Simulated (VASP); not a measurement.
# IrSe: single point with PBE

IrSe:

```
Ir Se
1.0
     0.00000    2.66000    2.66000
     2.66000    0.00000    2.66000
     2.66000    2.66000    0.00000
Ir Se
1 1
Cartesian
  2.6600 2.6600 2.6600
  0.0000 0.0000 0.0000
```

```json
{"Program": "VASP 6.6.1", "Task": "single point", "Functional": "PBE", "Potentials or basis": "VASP PAW PBE potentials, release 64 (Ir, Se)", "Cutoff": "520 eV", "k mesh": "6 × 6 × 6", "Occupations": "gaussian, width 0.05 eV", "Spin": "no spin polarisation"}
```

| Item | Value |
| --- | --- |
| Pressure | -9.6 GPa |

Levels at points of the mesh, in eV from the Fermi level:
```csv
k point,band 4,band 5,band 6,band 7,band 8,band 9,band 10,band 11
"(0.00, 0.00, 0.00)",-2.06,-2.01,-2.01,-1.37,-1.37,-1.37,1.62,9.96
"(0.50, 0.00, 0.00)",-4.84,-0.86,-0.86,-0.46,3.50,3.73,3.73,6.57
"(0.50, 0.50, 0.00)",-2.97,-2.97,-1.44,-0.45,-0.45,-0.15,0.86,9.29
```

It took 9.3 s on 1 thread of Intel(R) Xeon(R) Platinum 8559C (Emerald Rapids), with other jobs on the host, peak memory 0.16 GiB.

Caveat: spin-orbit coupling is left out, which moves the levels of the heavy elements.
